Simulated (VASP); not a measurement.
# Al3N (P6_3/mcm) in VASP: further runs

Runs on Al3N. Level: PBE. Tasks: single point, relaxation of cell and atoms.

All numbers are computed with VASP 6.6.1; they aren't measurements. Logs are shortened: lines on timing, memory, paths and dates and some standing lists are left out, and cuts for length are marked.

## Step 1: The cell of the first run

Symmetry: P6_3/mcm, No. 193, hexagonal system. The conventional cell has a = 4.870 Å, b = 4.870 Å, c = 5.224 Å, α = 90.00°, β = 90.00°, γ = 120.00°. Within 2.7 Å of Al (site symmetry m2m) lie 2 N at 2.06 Å. N (site symmetry -3m) has 6 Al at 2.06 Å and 2 N at 2.61 Å within 2.7 Å.

## Step 2: Single point, PBE

File INCAR:

```
PREC = Accurate
ENCUT = 520
EDIFF = 1E-6
ISMEAR = 0
SIGMA = 0.1
LREAL = False
LASPH = True
NELM = 60
ALGO = Normal
ISIF = 2
LWAVE = False
LCHARG = False
GGA = PE
NBANDS = 24
```

File KPOINTS:

```
Automatic mesh
0
Gamma
  6 6 4
```

File POSCAR:

```
Al3N
1.0
    4.8699369588      0.0000000001      0.0000000000
   -2.4349684794      4.2174891211      0.0000000000
    0.0000000000      0.0000000000      5.2236126962
Al N
6 2
Direct
    0.3267154756      0.3267154756      0.2500000000
    0.0000000000      0.3267154756      0.7500000000
    0.6732845244      0.0000000000      0.2500000000
    0.6732845244      0.6732845244      0.7500000000
    0.0000000000      0.6732845244      0.2500000000
    0.3267154756      0.0000000000      0.7500000000
    0.0000000000      0.0000000000      0.0000000000
    0.0000000000      0.0000000000      0.5000000000
```

Potentials or basis: VASP PAW PBE potentials, release 64 (Al, N).

Started as:

```sh
cat potpaw_PBE.64/Al/POTCAR potpaw_PBE.64/N/POTCAR > POTCAR
mpirun -np 1 vasp_std > vasp.out
```

OUTCAR:

```text
PREC = Accurate
   ENCUT = 520
   EDIFF = 1E-6
   ISMEAR = 0
   LREAL = False
   LASPH = True
   NELM = 60
   ISIF = 2
   GGA = PE

 ion  position               nearest neighbor table
   1  0.327  0.327  0.250-   7 2.06   8 2.06   5 2.76   3 2.76   5 2.84   3 2.84   3 2.84   5 2.84
                             6 3.06   6 3.06   2 3.06   2 3.06   4 3.11   4 3.11
   2  0.000  0.327  0.750-   7 2.06   8 2.06   6 2.76   4 2.76   4 2.84   6 2.84   6 2.84   4 2.84
                             1 3.06   1 3.06   3 3.06   3 3.06   5 3.11   5 3.11
   3  0.673  0.000  0.250-   7 2.06   8 2.06   5 2.76   1 2.76   1 2.84   5 2.84   1 2.84   5 2.84
                             4 3.06   4 3.06   2 3.06   2 3.06   6 3.11   6 3.11
   4  0.673  0.673  0.750-   7 2.06   8 2.06   2 2.76   6 2.76   2 2.84   6 2.84   6 2.84   2 2.84
                             3 3.06   3 3.06   5 3.06   5 3.06   1 3.11   1 3.11
   5  0.000  0.673  0.250-   7 2.06   8 2.06   3 2.76   1 2.76   1 2.84   3 2.84   3 2.84   1 2.84
                             4 3.06   4 3.06   6 3.06   6 3.06   2 3.11   2 3.11
   6  0.327  0.000  0.750-   7 2.06   8 2.06   2 2.76   4 2.76   4 2.84   2 2.84   4 2.84   2 2.84
                             1 3.06   1 3.06   5 3.06   5 3.06   3 3.11   3 3.11
   7  0.000  0.000  0.000-   2 2.06   5 2.06   3 2.06   6 2.06   1 2.06   4 2.06
   8  0.000  0.000  0.500-   2 2.06   5 2.06   3 2.06   6 2.06   1 2.06   4 2.06

  LATTYP: Found a hexagonal cell.
 ALAT       =     4.8699369588
 C/A-ratio  =     1.0726242948

  Lattice vectors:

 A1 = (   4.8699369588,   0.0000000001,   0.0000000000)
 A2 = (  -2.4349684794,   4.2174891211,   0.0000000000)
 A3 = (   0.0000000000,   0.0000000000,   5.2236126962)

Analysis of symmetry for initial positions (statically):
=====================================================================
 Subroutine PRICEL returns:
 Original cell was already a primitive cell.

 Routine SETGRP: Setting up the symmetry group for a
 hexagonal supercell.

 Subroutine GETGRP returns: Found 24 space group operations
 (whereof 12 operations were pure point group operations)
 out of a pool of 24 trial point group operations.

The static configuration has the point symmetry D_3d.
 The point group associated with its full space group is D_6h.

Analysis of symmetry for dynamics (positions and initial velocities):
=====================================================================
 Subroutine PRICEL returns:
 Original cell was already a primitive cell.

 Routine SETGRP: Setting up the symmetry group for a
 hexagonal supercell.

 Subroutine GETGRP returns: Found 24 space group operations
 (whereof 12 operations were pure point group operations)
 out of a pool of 24 trial point group operations.

The dynamic configuration has the point symmetry D_3d.
 The point group associated with its full space group is D_6h.

 Subroutine INISYM returns: Found 24 space group operations
 (whereof 12 operations are pure point group operations),
 and found     1 'primitive' translations

----------------------------------------------------------------------------------------

                                     Primitive cell

  volume of cell :     107.2873

  direct lattice vectors                    reciprocal lattice vectors
     4.869936959  0.000000000  0.000000000     0.205341467  0.118553951  0.000000000
    -2.434968479  4.217489121  0.000000000    -0.000000000  0.237107903  0.000000000
     0.000000000  0.000000000  5.223612696     0.000000000  0.000000000  0.191438389

  length of vectors
     4.869936959  4.869936959  5.223612696     0.237107903  0.237107903  0.191438389

  position of ions in fractional coordinates (direct lattice)
     0.326715476  0.326715476  0.250000000
     1.000000000  0.326715476  0.750000000
     0.673284524  0.000000000  0.250000000
     0.673284524  0.673284524  0.750000000
     1.000000000  0.673284524  0.250000000
     0.326715476  0.000000000  0.750000000
     0.000000000  0.000000000  0.000000000
     0.000000000  0.000000000  0.500000000

  ion indices of the primitive-cell ions
   primitive index   ion index
                 1           1
                 2           2
                 3           3
                 4           4
                 5           5
                 6           6
                 7           7
                 8           8

----------------------------------------------------------------------------------------

 KPOINTS: Automatic mesh

Automatic generation of k-mesh.
 Grid dimensions read from file:
 generate k-points for:    6    6    4

 Generating k-lattice:

  Cartesian coordinates                     Fractional coordinates (reciprocal lattice)
     0.034223578  0.019758992  0.000000000     0.166666667 -0.000000000  0.000000000
    -0.000000000  0.039517984  0.000000000     0.000000000  0.166666667  0.000000000
     0.000000000  0.000000000  0.047859597     0.000000000  0.000000000  0.250000000

  Length of vectors
     0.039517984  0.039517984  0.047859597

  Shift w.r.t. Gamma in fractional coordinates (k-lattice)
     0.000000000  0.000000000  0.000000000

 Subroutine IBZKPT returns following result:
 ===========================================

 Found     21 irreducible k-points:

 Following reciprocal coordinates:
            Coordinates               Weight
  0.000000  0.000000  0.000000      1.000000
  0.166667  0.000000  0.000000      6.000000
  0.333333  0.000000  0.000000      6.000000
  0.500000  0.000000  0.000000      3.000000
  0.166667  0.166667  0.000000      6.000000
  0.333333  0.166667  0.000000     12.000000
[... 13 lines left out ...]
  0.333333  0.166667  0.500000     12.000000
  0.333333  0.333333  0.500000      2.000000
   k-points           NKPTS =     21   k-points in BZ     NKDIM =     21   number of bands    NBANDS=     24
   number of dos      NEDOS =    301   number of ions     NIONS =      8
   total plane-waves  NPLWV =  51840
   dimension x,y,z NGX =    36 NGY =   36 NGZ =   40
   dimension x,y,z NGXF=    72 NGYF=   72 NGZF=   80
   ions per type =               6   2
   NGX,Y,Z   is equivalent  to a cutoff of  12.29, 12.29, 12.73 a.u.
   NGXF,Y,Z  is equivalent  to a cutoff of  24.58, 24.58, 25.46 a.u.
 SYSTEM =  unknown system
   PREC   = accura    normal or accurate (medium, high low for compatibility)
   ISTART =      0    job   : 0-new  1-cont  2-samecut
   ICHARG =      2    charge: 1-file 2-atom 10-const
   ISPIN  =      1    spin polarized calculation?
   LNONCOLLINEAR =      F non collinear calculations
   LSORBIT =      F    spin-orbit coupling
   LASPH  =      T    aspherical Exc in radial PAW
   ENCUT  =  520.0 eV  38.22 Ry    6.18 a.u.   9.05  9.05  9.71*2*pi/ulx,y,z
   NELM   =     60;   NELMIN=  2; NELMDL= -5     # of ELM steps
   EDIFF  = 0.1E-05   stopping-criterion for ELM
   LREAL  =      F    real-space projection
   EDIFFG = 0.1E-04   stopping-criterion for IOM
   NSW    =      0    number of steps for IOM
   IBRION =     -1    ionic relax: 0-MD 1-quasi-New 2-CG
   NFREE  =      0    steps in history (QN), initial steepest desc. (CG)
   ISIF   =      2    stress and relaxation
   ISYM   =      2    0-nonsym 1-usesym 2-fastsym
   POTIM  = 0.5000    time-step for ionic-motion
   TEBEG  =    0.0;   TEEND  =   0.0 temperature during run
   PSTRESS=    0.0 pullay stress
   NELECT =      28.0000    total number of electrons
   NUPDOWN=      -1.0000    fix difference up-down
   EMIN   =  10.00;   EMAX   =-10.00  energy-range for DOS
   EFERMI =   0.00;   METHOD = LEGACY
   ISMEAR =     0;   SIGMA  =   0.10  broadening in eV -4-tet -1-fermi 0-gaus
   EFERMI_NEDOS =   21; number of points for ismear=-14 and -15
   IALGO  =     38    algorithm
   IMIX   =      4    mixing-type and parameters
     AMIX     =   0.40;   BMIX     =  1.00
     AMIX_MAG =   1.60;   BMIX_MAG =  1.00
  volume/ion in A,a.u.               =      13.41        90.50
  Fermi-wavevector in a.u.,A,eV,Ry     =   1.046192  1.977016 14.891819  1.094518
  Thomas-Fermi vector in A             =   2.181020
   LORBIT       =      0    0 simple, 1 ext, 2 COOP (PROOUT), +10 PAW based schemes
   GGA     = PE    functional components
   LHFCALC =     F    Hartree Fock is set to
   AEXX    =    0.0000 exact exchange contribution
   IVDW    =     0    specifies the selected vdW correction
   LEPSILON=     F    determine dielectric tensor
   LRPA    =     F    only Hartree local field effects (RPA)
 non-spin polarized calculation
 Gauss-broadening in eV      SIGMA  =   0.10
  energy-cutoff  :      520.00
  volume of cell :      107.29
 maximum number of plane-waves:      2904
   NGX = 19   NGY = 19   NGZ = 19

 number of electron      28.0000001 magnetization

 Free energy of the ion-electron system (eV)
  ---------------------------------------------------
  ext. energy  EPLUGINS =         0.00000000
  ---------------------------------------------------
  free energy    TOTEN  =       -40.61449999 eV

  energy without entropy =      -40.60601607  energy(sigma->0) =      -40.61025803

 E-fermi :   8.5532     XC(G=0): -10.5741

 val. band max:        8.5322837175   @ k =   0.3333   0.3333   0.2500
 cond. band min:       8.5847098605   @ k =   0.1667   0.0000   0.0000
 fundamental gap:      0.0524261429
 Fermi energy:         8.5532485882

 k-point     1 :       0.0000    0.0000    0.0000
  band No.  band energies     occupation
      1      -9.0090      2.00000
      2      -6.7648      2.00000
      3      -0.9252      2.00000
      4       0.3112      2.00000
      5       1.2089      2.00000
      6       1.2089      2.00000
[... 16 lines left out ...]
     23      13.4533      0.00000
     24      13.4533      0.00000

 k-point     2 :       0.1667    0.0000    0.0000
  band No.  band energies     occupation
      1      -8.9737      2.00000
      2      -6.7524      2.00000
      3      -0.8479      2.00000
      4      -0.3591      2.00000
      5       1.0636      2.00000
      6       1.9676      2.00000
[... 16 lines left out ...]
     23      13.7120      0.00000
     24      14.0409      0.00000
[... 484 lines left out ...]
     23      14.6838      0.00000
     24      14.6838      0.00000

 k-point    21 :       0.3333    0.3333    0.5000
  band No.  band energies     occupation
      1      -7.9938      2.00000
      2      -7.9938      2.00000
      3       0.4683      2.00000
      4       0.4683      2.00000
      5       0.4683      2.00000
      6       0.4683      2.00000
[... 16 lines left out ...]
     23      14.4023      0.00000
     24      14.4023      0.00000

------------------------ aborting loop because EDIFF is reached ----------------------------------------

  FORCE on cell =-STRESS in cart. coord.  units (eV):
  Direction    XX          YY          ZZ          XY          YZ          ZX
  --------------------------------------------------------------------------------------
  -------------------------------------------------------------------------------------
  Total       -0.1015360     -0.1015360      0.0003606     -0.0000000      0.0000000      0.0000000
  in kB       -1.5162908     -1.5162908      0.0053845     -0.0000000      0.0000000      0.0000000
  external PRESSURE =      -1.0090657 kB  Pullay stress =       0.0000000 kB

 VOLUME and BASIS-vectors are now :
 -----------------------------------------------------------------------------
  energy-cutoff  :      520.00
  volume of cell :      107.29
      direct lattice vectors                 reciprocal lattice vectors
     4.869936959  0.000000000  0.000000000     0.205341467  0.118553951  0.000000000
    -2.434968479  4.217489121  0.000000000    -0.000000000  0.237107903  0.000000000
     0.000000000  0.000000000  5.223612696     0.000000000  0.000000000  0.191438389

 POSITION                                       TOTAL-FORCE (eV/Angst)
 -----------------------------------------------------------------------------------
      0.79554      1.37792      1.30590        -0.005116     -0.008861     -0.000000
     -0.79554      1.37792      3.91771         0.005116     -0.008861      0.000000
      3.27885      0.00000      1.30590         0.010232      0.000000      0.000000
      1.63943      2.83957      3.91771         0.005116      0.008861      0.000000
     -1.63943      2.83957      1.30590        -0.005116      0.008861     -0.000000
      1.59108      0.00000      3.91771        -0.010232     -0.000000     -0.000000
      0.00000      0.00000      0.00000        -0.000000      0.000000     -0.000000
      0.00000      0.00000      2.61181        -0.000000      0.000000     -0.000000
 -----------------------------------------------------------------------------------
    total drift:                                0.000000      0.000000      0.000000

  FREE ENERGIE OF THE ION-ELECTRON SYSTEM (eV)
  ---------------------------------------------------
  free  energy   TOTEN  =       -40.6144999850 eV

  energy  without entropy=      -40.6060160701  energy(sigma->0) =      -40.61025803
```

Wall time 20 s (1 thread of Intel Xeon 6975P-C (Granite Rapids), shared host); peak memory 0.22 GiB.

What came out:

- Free energy: -40.6145 eV
- Pressure: -0.1 GPa
- Largest force: 0.010 eV/Å
- Band gap on the k mesh: zero (band 14 reaches 8.91 eV, above the bottom of band 15 at 7.32 eV)

Forces on the atoms (eV/Å):
```
Al  -0.005 -0.009  0.000
Al   0.005 -0.009  0.000
Al   0.010  0.000  0.000
Al   0.005  0.009  0.000
Al  -0.005  0.009  0.000
Al  -0.010  0.000  0.000
N    0.000  0.000  0.000
N    0.000  0.000  0.000
```

## Step 3: Single point, PBE

This run uses another cell than the first one, of 13.71 Å³/atom, 1.022 times its volume.

INCAR is that of step 2.

File KPOINTS:

```
regular mesh
0
Gamma
  6 6 4
```

File POSCAR:

```
Al3N
1.0
    5.1946198642      0.0000000000      0.0000000000
   -2.5973099322      4.4986727654      0.0000000000
    0.0000000000      0.0000000000      4.6928055763
Al N
6 2
Direct
    0.3115000000      0.3115000000      0.2500000000
    0.0000000000      0.3115000000      0.7500000000
    0.6885000000      0.0000000000      0.2500000000
    0.6885000000      0.6885000000      0.7500000000
    0.0000000000      0.6885000000      0.2500000000
    0.3115000000      0.0000000000      0.7500000000
    0.0000000000      0.0000000000      0.0000000000
    0.0000000000      0.0000000000      0.5000000000
```

Potentials or basis: VASP PAW PBE potentials, release 64 (Al, N).

Started as:

```sh
cat potpaw_PBE.64/Al/POTCAR potpaw_PBE.64/N/POTCAR > POTCAR
mpirun -np 1 vasp_std > vasp.out
```

OUTCAR:

```text
PREC = Accurate
   ENCUT = 520
   EDIFF = 1E-6
   ISMEAR = 0
   LREAL = False
   LASPH = True
   NELM = 60
   ISIF = 2
   GGA = PE

 ion  position               nearest neighbor table
   1  0.312  0.312  0.250-   7 2.00   8 2.00   3 2.80   5 2.80   2 2.85   2 2.85   6 2.85   6 2.85
                             4 3.06   4 3.06   5 3.10   3 3.10   3 3.10   5 3.10
   2  0.000  0.312  0.750-   7 2.00   8 2.00   4 2.80   6 2.80   3 2.85   3 2.85   1 2.85   1 2.85
[... 787 lines left out ...]
  Total       -5.8033229     -5.8033229     18.9239682      0.0000000      0.0000000      0.0000000
  in kB      -84.7845230    -84.7845230    276.4725728      0.0000000      0.0000000      0.0000000
  external PRESSURE =      35.6345089 kB  Pullay stress =       0.0000000 kB

 VOLUME and BASIS-vectors are now :
 -----------------------------------------------------------------------------
  energy-cutoff  :      520.00
  volume of cell :      109.67
      direct lattice vectors                 reciprocal lattice vectors
     5.194619864  0.000000000  0.000000000     0.192506868  0.111143892  0.000000000
    -2.597309932  4.498672765  0.000000000     0.000000000  0.222287784  0.000000000
     0.000000000  0.000000000  4.692805576     0.000000000  0.000000000  0.213092144

 POSITION                                       TOTAL-FORCE (eV/Angst)
 -----------------------------------------------------------------------------------
      0.80906      1.40134      1.17320         0.509584      0.882626      0.000000
     -0.80906      1.40134      3.51960        -0.509584      0.882626     -0.000000
      3.57650      0.00000      1.17320        -1.019168     -0.000000     -0.000000
      1.78825      3.09734      3.51960        -0.509584     -0.882626     -0.000000
     -1.78825      3.09734      1.17320         0.509584     -0.882626     -0.000000
      1.61812      0.00000      3.51960         1.019168      0.000000     -0.000000
      0.00000      0.00000      0.00000         0.000000     -0.000000      0.000000
      0.00000      0.00000      2.34640         0.000000     -0.000000      0.000000
 -----------------------------------------------------------------------------------
    total drift:                                0.000000     -0.000000     -0.000000

  FREE ENERGIE OF THE ION-ELECTRON SYSTEM (eV)
  ---------------------------------------------------
  free  energy   TOTEN  =       -38.9126406296 eV

  energy  without entropy=      -38.8976060309  energy(sigma->0) =      -38.90512333
```

OSZICAR:

```text
N       E                     dE             d eps       ncg     rms          rms(c)
DAV:   1     0.727983819113E+02    0.72798E+02   -0.11158E+04  1008   0.990E+02
DAV:   2    -0.349879738523E+02   -0.10779E+03   -0.10082E+03  1288   0.167E+02
DAV:   3    -0.448644626034E+02   -0.98765E+01   -0.97642E+01  1328   0.511E+01
DAV:   4    -0.449850011280E+02   -0.12054E+00   -0.12051E+00  1176   0.641E+00
DAV:   5    -0.449866012854E+02   -0.16002E-02   -0.16001E-02  1352   0.763E-01    0.133E+01
DAV:   6    -0.388229366872E+02    0.61637E+01   -0.23644E+01  1192   0.282E+01    0.476E+00
DAV:   7    -0.389898611494E+02   -0.16692E+00   -0.25236E+00  1048   0.867E+00    0.321E+00
DAV:   8    -0.389608385799E+02    0.29023E-01   -0.60288E-01  1208   0.432E+00    0.133E+00
DAV:   9    -0.389096751877E+02    0.51163E-01   -0.21237E-01  1216   0.284E+00    0.337E-01
DAV:  10    -0.389131828269E+02   -0.35076E-02   -0.40551E-02  1152   0.106E+00    0.223E-01
DAV:  11    -0.389126149804E+02    0.56785E-03   -0.24686E-03  1232   0.290E-01    0.363E-02
DAV:  12    -0.389126807687E+02   -0.65788E-04   -0.34297E-04  1224   0.122E-01    0.394E-02
DAV:  13    -0.389126403621E+02    0.40407E-04   -0.64345E-05  1208   0.552E-02    0.103E-02
DAV:  14    -0.389126414477E+02   -0.10856E-05   -0.48708E-05  1144   0.352E-02    0.769E-03
DAV:  15    -0.389126406296E+02    0.81803E-06   -0.25066E-06  1088   0.933E-03
   1 F= -.38912641E+02 E0= -.38905123E+02  d E =-.150346E-01
```

It took 23 s on 1 thread of Intel Xeon 6975P-C (Granite Rapids), shared host; peak memory 0.23 GiB.

Results:

| Quantity | Value |
| --- | --- |
| Free energy | -38.9126 eV |
| Pressure | 3.6 GPa |
| Largest force | 1.019 eV/Å |
| Band gap on the k mesh | zero (band 14 reaches 8.92 eV, above the bottom of band 15 at 7.41 eV) |

Forces in eV/Å, atoms in the order of the input:
```
Al   0.510  0.883  0.000
Al  -0.510  0.883  0.000
Al  -1.019  0.000  0.000
Al  -0.510 -0.883  0.000
Al   0.510 -0.883  0.000
Al   1.019  0.000  0.000
N    0.000  0.000  0.000
N    0.000  0.000  0.000
```

Caveat: forces of over 1 eV/Å act on the atoms, so gaps and moduli don't describe the material at rest.

(Continued in part 2 of 2.)
